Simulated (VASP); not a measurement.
# Bi (R-3m) in VASP: notebook

The runs below take Bi through single point, with RPBE, revPBE.

Program: VASP 6.6.1. These are calculated values, not measurements. Logs are shortened: lines on timing, memory, paths and dates and some standing lists are left out, and cuts for length are marked.

## 1. The cell of the first run

The structure is trigonal, space group R-3m (No. 166). The conventional cell has a = 4.535 Å, b = 4.535 Å, c = 11.814 Å, α = 90.00°, β = 90.00°, γ = 120.00°. Within 4.0 Å of Bi (site symmetry 3m) lie 6 Bi at 3.06 to 3.52 Å.

## 2. Single point, RPBE

The input, INCAR:

```
SYSTEM = Bi
  PREC = Accurate
  ENCUT = 500
  EDIFF = 1E-6
  ISMEAR = -1
  SIGMA = 0.05
  LREAL = .False.
  LASPH = .True.
  NELM = 120
  ALGO = Normal
  ISIF = 2
  LWAVE = .False.
  LCHARG = .False.
  GGA = RP
  NBANDS = 22
  GGA_COMPAT = .False.
```

The input, KPOINTS:

```
Automatic mesh
0
Gamma
  4 4 4
  0 0 0
```

The input, POSCAR:

```
Bi
1.0
    2.2675000000      1.3091417354      3.9380000000
   -2.2675000000      1.3091417354      3.9380000000
    0.0000000000     -2.6182834708      3.9380000000
Bi
2
Direct
    0.7660000000      0.7660000000      0.7660000000
    0.2340000000      0.2340000000      0.2340000000
```

Potentials or basis: VASP PAW PBE potentials, release 64 (Bi_d).

Run with:

```
> cat potpaw_PBE.64/Bi_d/POTCAR > POTCAR
> mpirun -np 1 vasp_std > vasp.out
```

OUTCAR:

```text
SYSTEM = Bi
   PREC = Accurate
   ENCUT = 500
   EDIFF = 1E-6
   ISMEAR = -1
   LREAL = .False.
   LASPH = .True.
   NELM = 120
   ISIF = 2
   GGA = RP

 ion  position               nearest neighbor table
   1  0.766  0.766  0.766-   2 3.06   2 3.06   2 3.06   2 3.52   2 3.52   2 3.52
   2  0.234  0.234  0.234-   1 3.06   1 3.06   1 3.06   1 3.52   1 3.52   1 3.52

  LATTYP: Found a trigonal (rhomboedric) cell.
 ALAT       =     4.7289800521
 COS(alpha) =     0.5401781303

  Lattice vectors:

 A1 = (   2.2675000000,   1.3091417354,   3.9380000000)
 A2 = (  -2.2675000000,   1.3091417354,   3.9380000000)
 A3 = (   0.0000000000,  -2.6182834708,   3.9380000000)

Analysis of symmetry for initial positions (statically):
=====================================================================
 Subroutine PRICEL returns:
 Original cell was already a primitive cell.

 Routine SETGRP: Setting up the symmetry group for a
 trigonal (rhombohedral) supercell.

 Subroutine GETGRP returns: Found 12 space group operations
 (whereof 12 operations were pure point group operations)
 out of a pool of 12 trial point group operations.

The static configuration has the point symmetry D_3d.

Analysis of symmetry for dynamics (positions and initial velocities):
=====================================================================
 Subroutine PRICEL returns:
 Original cell was already a primitive cell.

 Routine SETGRP: Setting up the symmetry group for a
 trigonal (rhombohedral) supercell.

 Subroutine GETGRP returns: Found 12 space group operations
 (whereof 12 operations were pure point group operations)
 out of a pool of 12 trial point group operations.

The dynamic configuration has the point symmetry D_3d.

 Subroutine INISYM returns: Found 12 space group operations
 (whereof 12 operations are pure point group operations),
 and found     1 'primitive' translations

----------------------------------------------------------------------------------------

                                     Primitive cell

  volume of cell :      70.1392

  direct lattice vectors                    reciprocal lattice vectors
     2.267500000  1.309141735  3.938000000     0.220507166  0.127309872  0.084645336
    -2.267500000  1.309141735  3.938000000    -0.220507166  0.127309872  0.084645336
[... 66 lines left out ...]
   ICHARG =      2    charge: 1-file 2-atom 10-const
   ISPIN  =      1    spin polarized calculation?
   LNONCOLLINEAR =      F non collinear calculations
   LSORBIT =      F    spin-orbit coupling
   LASPH  =      T    aspherical Exc in radial PAW
   ENCUT  =  500.0 eV  36.75 Ry    6.06 a.u.   8.62  8.62  8.62*2*pi/ulx,y,z
   NELM   =    120;   NELMIN=  2; NELMDL= -5     # of ELM steps
   EDIFF  = 0.1E-05   stopping-criterion for ELM
   LREAL  =      F    real-space projection
   EDIFFG = 0.1E-04   stopping-criterion for IOM
   NSW    =      0    number of steps for IOM
   IBRION =     -1    ionic relax: 0-MD 1-quasi-New 2-CG
   NFREE  =      0    steps in history (QN), initial steepest desc. (CG)
   ISIF   =      2    stress and relaxation
   ISYM   =      2    0-nonsym 1-usesym 2-fastsym
   POTIM  = 0.5000    time-step for ionic-motion
   TEBEG  =    0.0;   TEEND  =   0.0 temperature during run
   PSTRESS=    0.0 pullay stress
   NELECT =      30.0000    total number of electrons
   NUPDOWN=      -1.0000    fix difference up-down
   EMIN   =  10.00;   EMAX   =-10.00  energy-range for DOS
   EFERMI =   0.00;   METHOD = LEGACY
   ISMEAR =    -1;   SIGMA  =   0.05  broadening in eV -4-tet -1-fermi 0-gaus
   EFERMI_NEDOS =   21; number of points for ismear=-14 and -15
   IALGO  =     38    algorithm
   IMIX   =      4    mixing-type and parameters
     AMIX     =   0.40;   BMIX     =  1.00
     AMIX_MAG =   1.60;   BMIX_MAG =  1.00
  volume/ion in A,a.u.               =      35.07       236.66
  Fermi-wavevector in a.u.,A,eV,Ry     =   1.233469  2.330919 20.700530  1.521446
  Thomas-Fermi vector in A             =   2.368198
   LORBIT       =      0    0 simple, 1 ext, 2 COOP (PROOUT), +10 PAW based schemes
   GGA     = RP    functional components
   LHFCALC =     F    Hartree Fock is set to
   AEXX    =    0.0000 exact exchange contribution
   IVDW    =     0    specifies the selected vdW correction
   LEPSILON=     F    determine dielectric tensor
   LRPA    =     F    only Hartree local field effects (RPA)
 non-spin polarized calculation
  energy-cutoff  :      500.00
  volume of cell :       70.14
 maximum number of plane-waves:      1808
 NGX is ok and might be reduce to    36
   NGX = 17   NGY = 17   NGZ = 17

 number of electron      30.0000004 magnetization

 Free energy of the ion-electron system (eV)
  ---------------------------------------------------
  ext. energy  EPLUGINS =         0.00000000
  ---------------------------------------------------
  free energy    TOTEN  =        -7.03868667 eV

  energy without entropy =       -7.03020480  energy(sigma->0) =       -7.03444574

 E-fermi :   6.2563     XC(G=0):  -9.4428

 val. band max:        6.2560805641   @ k =   0.5000   0.0000   0.0000
 cond. band min:       7.0309040216   @ k =   0.5000   0.0000   0.0000
 fundamental gap:      0.7748234574
 Fermi energy:         6.2563407200

 k-point     1 :       0.0000    0.0000    0.0000
  band No.  band energies     occupation
      1     -16.5109      2.00000
      2     -16.5109      2.00000
      3     -16.3597      2.00000
      4     -16.3597      2.00000
      5     -16.3478      2.00000
      6     -16.1791      2.00000
[... 314 lines left out ...]
     21      15.5842      0.00000
     22      15.6378      0.00000

------------------------ aborting loop because EDIFF is reached ----------------------------------------

  FORCE on cell =-STRESS in cart. coord.  units (eV):
  Direction    XX          YY          ZZ          XY          YZ          ZX
  --------------------------------------------------------------------------------------
  -------------------------------------------------------------------------------------
  Total        1.5137297      1.5137297      1.2509329      0.0000000     -0.0000000      0.0000000
  in kB       34.5778502     34.5778502     28.5748300      0.0000000     -0.0000000      0.0000000
  external PRESSURE =      32.5768434 kB  Pullay stress =       0.0000000 kB

 VOLUME and BASIS-vectors are now :
 -----------------------------------------------------------------------------
  energy-cutoff  :      500.00
  volume of cell :       70.14
      direct lattice vectors                 reciprocal lattice vectors
     2.267500000  1.309141735  3.938000000     0.220507166  0.127309872  0.084645336
    -2.267500000  1.309141735  3.938000000    -0.220507166  0.127309872  0.084645336
     0.000000000 -2.618283471  3.938000000     0.000000000 -0.254619744  0.084645336

 POSITION                                       TOTAL-FORCE (eV/Angst)
 -----------------------------------------------------------------------------------
      0.00000      0.00000      9.04952         0.000000     -0.000000     -0.001891
      0.00000      0.00000      2.76448         0.000000      0.000000      0.001891
 -----------------------------------------------------------------------------------
    total drift:                               -0.000000      0.000000     -0.000000

  FREE ENERGIE OF THE ION-ELECTRON SYSTEM (eV)
  ---------------------------------------------------
  free  energy   TOTEN  =        -7.0386866711 eV

  energy  without entropy=       -7.0302048046  energy(sigma->0) =       -7.03444574
```

OSZICAR:

```text
N       E                     dE             d eps       ncg     rms          rms(c)
DAV:   1     0.299679705459E+03    0.29968E+03   -0.15932E+04   580   0.161E+03
DAV:   2     0.176800146515E+02   -0.28200E+03   -0.27477E+03   590   0.422E+02
DAV:   3    -0.620795008363E+01   -0.23888E+02   -0.23654E+02   698   0.139E+02
DAV:   4    -0.700375218399E+01   -0.79580E+00   -0.79544E+00   710   0.278E+01
DAV:   5    -0.703417665322E+01   -0.30424E-01   -0.30424E-01   846   0.488E+00    0.102E+00
DAV:   6    -0.703542261349E+01   -0.12460E-02   -0.14892E-02   710   0.123E+00    0.633E-01
DAV:   7    -0.703825775362E+01   -0.28351E-02   -0.14357E-02   704   0.116E+00    0.116E-01
DAV:   8    -0.703864466740E+01   -0.38691E-03   -0.20767E-03   694   0.395E-01    0.242E-02
DAV:   9    -0.703868149129E+01   -0.36824E-04   -0.10610E-04   728   0.782E-02    0.145E-02
DAV:  10    -0.703868484803E+01   -0.33567E-05   -0.17824E-05   646   0.375E-02    0.336E-03
DAV:  11    -0.703868620919E+01   -0.13612E-05   -0.26223E-06   576   0.120E-02    0.160E-03
DAV:  12    -0.703868667106E+01   -0.46187E-06   -0.48661E-07   464   0.555E-03
   1 F= -.70386867E+01 E0= -.70344457E+01  d E =-.848187E-02
```

stdout:

```text
POSCAR found type information on POSCAR Bi
 POSCAR found :  1 types and       2 ions
 scaLAPACK will be used
 -----------------------------------------------------------------------------
|                                                                             |
|                                                                             |
|     You enforced a specific xc type in the INCAR file but a different       |
|     I HOPE YOU KNOW WHAT YOU ARE DOING!                                     |
|                                                                             |
 -----------------------------------------------------------------------------

 LDA part: xc-table for (Slater+PW92), standard interpolation
 POSCAR, INCAR and KPOINTS ok, starting setup
 FFT: planning ... GRIDC
 FFT: planning ... GRID_SOFT
 FFT: planning ... GRID
 WAVECAR not read
 entering main loop
```

Wall time 20 s (1 thread of AMD EPYC 7R43 (Zen 3), shared host); peak memory 0.17 GiB.

What came out:

| Item | Value |
| --- | --- |
| Free energy | -7.0387 eV |
| Pressure | 3.3 GPa |

Caveat: the k points lie up to 0.42 Å⁻¹ apart; the PAW data sets were made with another functional, which shifts forces and pressure a little; spin-orbit coupling is left out, which moves the levels of the heavy elements.

## 3. Single point, revPBE

The input, INCAR:

```
PREC = Accurate
ENCUT = 500
EDIFF = 1E-6
ISMEAR = -1
SIGMA = 0.05
LREAL = False
LASPH = True
NELM = 120
ALGO = Normal
ISIF = 2
LWAVE = False
LCHARG = False
GGA = RE
NBANDS = 22
GGA_COMPAT = False
```

The input, KPOINTS:

```
Automatic mesh
0
Gamma
  4 4 4
```

POSCAR is that of step 2.

Potentials or basis: VASP PAW PBE potentials, release 64 (Bi_d).

Run with:

```
> cat potpaw_PBE.64/Bi_d/POTCAR > POTCAR
> mpirun -np 1 vasp_std > vasp.out
```

OUTCAR:

```text
PREC = Accurate
   ENCUT = 500
   EDIFF = 1E-6
   ISMEAR = -1
   LREAL = False
   LASPH = True
   NELM = 120
   ISIF = 2
   GGA = RE

 ion  position               nearest neighbor table
   1  0.766  0.766  0.766-   2 3.06   2 3.06   2 3.06   2 3.52   2 3.52   2 3.52
   2  0.234  0.234  0.234-   1 3.06   1 3.06   1 3.06   1 3.52   1 3.52   1 3.52

  LATTYP: Found a trigonal (rhomboedric) cell.
 ALAT       =     4.7289800521
 COS(alpha) =     0.5401781303

  Lattice vectors:

 A1 = (   2.2675000000,   1.3091417354,   3.9380000000)
 A2 = (  -2.2675000000,   1.3091417354,   3.9380000000)
 A3 = (   0.0000000000,  -2.6182834708,   3.9380000000)

Analysis of symmetry for initial positions (statically):
=====================================================================
 Subroutine PRICEL returns:
 Original cell was already a primitive cell.

 Routine SETGRP: Setting up the symmetry group for a
 trigonal (rhombohedral) supercell.

 Subroutine GETGRP returns: Found 12 space group operations
 (whereof 12 operations were pure point group operations)
 out of a pool of 12 trial point group operations.

The static configuration has the point symmetry D_3d.

Analysis of symmetry for dynamics (positions and initial velocities):
=====================================================================
 Subroutine PRICEL returns:
 Original cell was already a primitive cell.

 Routine SETGRP: Setting up the symmetry group for a
 trigonal (rhombohedral) supercell.

 Subroutine GETGRP returns: Found 12 space group operations
 (whereof 12 operations were pure point group operations)
 out of a pool of 12 trial point group operations.

The dynamic configuration has the point symmetry D_3d.

 Subroutine INISYM returns: Found 12 space group operations
[... 96 lines left out ...]
   NELECT =      30.0000    total number of electrons
   NUPDOWN=      -1.0000    fix difference up-down
   EMIN   =  10.00;   EMAX   =-10.00  energy-range for DOS
   EFERMI =   0.00;   METHOD = LEGACY
   ISMEAR =    -1;   SIGMA  =   0.05  broadening in eV -4-tet -1-fermi 0-gaus
   EFERMI_NEDOS =   21; number of points for ismear=-14 and -15
   IALGO  =     38    algorithm
   IMIX   =      4    mixing-type and parameters
     AMIX     =   0.40;   BMIX     =  1.00
     AMIX_MAG =   1.60;   BMIX_MAG =  1.00
  volume/ion in A,a.u.               =      35.07       236.66
  Fermi-wavevector in a.u.,A,eV,Ry     =   1.233469  2.330919 20.700530  1.521446
  Thomas-Fermi vector in A             =   2.368198
   LORBIT       =      0    0 simple, 1 ext, 2 COOP (PROOUT), +10 PAW based schemes
   GGA     = RE    functional components
   LHFCALC =     F    Hartree Fock is set to
   AEXX    =    0.0000 exact exchange contribution
   IVDW    =     0    specifies the selected vdW correction
   LEPSILON=     F    determine dielectric tensor
   LRPA    =     F    only Hartree local field effects (RPA)
 non-spin polarized calculation
  energy-cutoff  :      500.00
  volume of cell :       70.14
 maximum number of plane-waves:      1808
 NGX is ok and might be reduce to    36
   NGX = 17   NGY = 17   NGZ = 17

 number of electron      30.0000004 magnetization

 Free energy of the ion-electron system (eV)
  ---------------------------------------------------
  ext. energy  EPLUGINS =         0.00000000
  ---------------------------------------------------
  free energy    TOTEN  =        -7.15732343 eV

  energy without entropy =       -7.14873344  energy(sigma->0) =       -7.15302844

 E-fermi :   6.2210     XC(G=0):  -9.4732

 val. band max:        6.2186868582   @ k =   0.5000   0.0000   0.0000
 cond. band min:       6.9944377975   @ k =   0.5000   0.0000   0.0000
 fundamental gap:      0.7757509394
 Fermi energy:         6.2209954899

 k-point     1 :       0.0000    0.0000    0.0000
  band No.  band energies     occupation
      1     -16.5275      2.00000
      2     -16.5275      2.00000
      3     -16.3755      2.00000
      4     -16.3755      2.00000
      5     -16.3637      2.00000
      6     -16.1946      2.00000
[... 314 lines left out ...]
     21      15.5474      0.00000
     22      15.5962      0.00000

------------------------ aborting loop because EDIFF is reached ----------------------------------------

  FORCE on cell =-STRESS in cart. coord.  units (eV):
  Direction    XX          YY          ZZ          XY          YZ          ZX
  --------------------------------------------------------------------------------------
  -------------------------------------------------------------------------------------
  Total        1.3503540      1.3503540      1.0799697      0.0000000      0.0000000      0.0000000
  in kB       30.8458893     30.8458893     24.6695496      0.0000000      0.0000000      0.0000000
  external PRESSURE =      28.7871094 kB  Pullay stress =       0.0000000 kB

 VOLUME and BASIS-vectors are now :
 -----------------------------------------------------------------------------
  energy-cutoff  :      500.00
  volume of cell :       70.14
      direct lattice vectors                 reciprocal lattice vectors
     2.267500000  1.309141735  3.938000000     0.220507166  0.127309872  0.084645336
    -2.267500000  1.309141735  3.938000000    -0.220507166  0.127309872  0.084645336
     0.000000000 -2.618283471  3.938000000     0.000000000 -0.254619744  0.084645336

 POSITION                                       TOTAL-FORCE (eV/Angst)
 -----------------------------------------------------------------------------------
      0.00000      0.00000      9.04952         0.000000     -0.000000      0.005683
      0.00000      0.00000      2.76448         0.000000      0.000000     -0.005683
 -----------------------------------------------------------------------------------
    total drift:                               -0.000000      0.000000     -0.000000

  FREE ENERGIE OF THE ION-ELECTRON SYSTEM (eV)
  ---------------------------------------------------
  free  energy   TOTEN  =        -7.1573234335 eV

  energy  without entropy=       -7.1487334413  energy(sigma->0) =       -7.15302844
```

OSZICAR:

```text
N       E                     dE             d eps       ncg     rms          rms(c)
DAV:   1     0.299572510419E+03    0.29957E+03   -0.15928E+04   580   0.161E+03
DAV:   2     0.175508381169E+02   -0.28202E+03   -0.27479E+03   590   0.422E+02
DAV:   3    -0.632914081393E+01   -0.23880E+02   -0.23646E+02   698   0.139E+02
DAV:   4    -0.712529163516E+01   -0.79615E+00   -0.79579E+00   710   0.278E+01
DAV:   5    -0.715576395424E+01   -0.30472E-01   -0.30472E-01   846   0.488E+00    0.102E+00
DAV:   6    -0.715521407562E+01    0.54988E-03   -0.15442E-02   732   0.127E+00    0.630E-01
DAV:   7    -0.715694303711E+01   -0.17290E-02   -0.13851E-02   698   0.116E+00    0.116E-01
DAV:   8    -0.715728591523E+01   -0.34288E-03   -0.20195E-03   700   0.398E-01    0.250E-02
DAV:   9    -0.715732054139E+01   -0.34626E-04   -0.10217E-04   752   0.756E-02    0.145E-02
DAV:  10    -0.715732195073E+01   -0.14093E-05   -0.13432E-05   646   0.324E-02    0.344E-03
DAV:  11    -0.715732310829E+01   -0.11576E-05   -0.21307E-06   582   0.104E-02    0.146E-03
DAV:  12    -0.715732343345E+01   -0.32516E-06   -0.36166E-07   444   0.503E-03
   1 F= -.71573234E+01 E0= -.71530284E+01  d E =-.858999E-02
```

stdout:

```text
POSCAR found type information on POSCAR Bi
 POSCAR found :  1 types and       2 ions
 scaLAPACK will be used
 -----------------------------------------------------------------------------
|                                                                             |
|                                                                             |
|     You enforced a specific xc type in the INCAR file but a different       |
|     I HOPE YOU KNOW WHAT YOU ARE DOING!                                     |
|                                                                             |
 -----------------------------------------------------------------------------

 LDA part: xc-table for (Slater+PW92), standard interpolation
 POSCAR, INCAR and KPOINTS ok, starting setup
 FFT: planning ... GRIDC
 FFT: planning ... GRID_SOFT
 FFT: planning ... GRID
 WAVECAR not read
 entering main loop
```

Run time: 20 s. Hardware: 1 thread of AMD EPYC 7R43 (Zen 3), shared host; peak memory 0.16 GiB.

What came out:

```yaml
Free_energy: -7.1573 eV
Pressure: 2.9 GPa
Largest_force: 0.006 eV/Å
```

Forces in eV/Å, atoms in the order of the input:
```
Bi   0.000  0.000  0.006
Bi   0.000  0.000 -0.006
```

Levels at points of the mesh, in eV from the Fermi level:
```csv
k point,band 13,band 14,band 15,band 16,band 17,band 18
"(0.00, 0.00, 0.00)",-1.25,-0.98,-0.98,2.75,3.22,3.22
"(0.50, 0.00, 0.00)",-1.09,-0.95,-0.02,0.00,0.77,1.26
"(0.50, 0.50, 0.00)",-4.47,-2.80,-2.68,2.61,5.22,5.70
"(0.50, 0.50, 0.50)",-0.67,-0.37,-0.37,0.92,0.92,0.98
```

Caveat: the k points lie up to 0.42 Å⁻¹ apart; the PAW data sets were made with another functional, which shifts forces and pressure a little; spin-orbit coupling is left out, which moves the levels of the heavy elements.
